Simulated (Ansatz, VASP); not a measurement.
**Two plane-wave programs on MnO**

```
CELL_PARAMETERS angstrom
0.00000 2.22003 -2.22003
0.00000 2.22003 2.22003
4.44006 0.00000 0.00000
ATOMIC_POSITIONS crystal
Mn 0.00000 0.00000 0.00000
Mn 0.50000 0.50000 0.50000
O 0.00000 0.00000 0.50000
O 0.50000 0.50000 0.00000
```

Alike in both runs: task single point; functional PBE; k mesh 12 × 12 × 8; occupations gaussian, width 0.05 eV; collinear spin.

```csv
,VASP,Ansatz
version,VASP 6.6.1,Ansatz 0.2.0
potentials or method,"VASP PAW PBE potentials, release 64 (Mn_pv, O), cutoff 520 eV","scalar-relativistic, plane waves, PAW"
valence electrons in the cell,38,42
```

|  | VASP | Ansatz | Ansatz less VASP |
| --- | --- | --- | --- |
| gap on the k mesh at the Fermi level (eV) | none | none | - |
| pressure (GPa) | 0.8 | 0.6 | -0.19 |
| net moment per atom (μB) | 0.00 | 0.00 | 0.000 |
| size of the moment on the site where the two differ most (μB) | 4.38 | 4.09 | -0.295 |

Site moments also hang on the region over which each program counts them. A gap of «none» marks a metal or a gap that the smearing closes. VASP's potentials hold 38 valence electrons a cell and Ansatz's 42, so a difference there can come from the potentials and not from the codes.
